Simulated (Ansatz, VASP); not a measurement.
One calculation of BiTe, two programs

```xyz
2
Lattice="2.4590 1.4197 3.3671 -2.4590 1.4197 3.3671 0.0000 -2.8395 3.3671" Properties=species:S:1:pos:R:3 pbc="T T T"
Bi    0.0000    0.0000    5.0506
Te    0.0000    0.0000    0.0000
```

Change from the starting cell: strain +0.015 along x and y, +0.015 along z, atoms carried along.

Alike in both runs: task single point; functional PBE; k mesh 12 × 12 × 12; occupations gaussian, width 0.15 eV; no spin polarisation.

```csv
,VASP,Ansatz
version,VASP 6.6.1,Ansatz 0.2.0
potentials or method,"VASP PAW PBE potentials, release 64 (Bi_d, Te), cutoff 520 eV","scalar-relativistic, plane waves, PAW"
valence electrons in the cell,21,31
```

```tsv
	VASP	Ansatz	Ansatz less VASP
gap on the k mesh at the Fermi level (eV)	none	none	-
pressure (GPa)	-2.0	-2.0	+0.06
traceless stress, the component that is largest in VASP (GPa)	0.42	0.42	-0.001
```

A gap of «none» marks a metal or a gap that the smearing closes. The functional is the same, so the differences come from potentials, cutoffs and numerics. VASP's potentials hold 21 valence electrons a cell and Ansatz's 31, so a difference there can come from the potentials and not from the codes.

Neither program's run includes spin-orbit coupling.
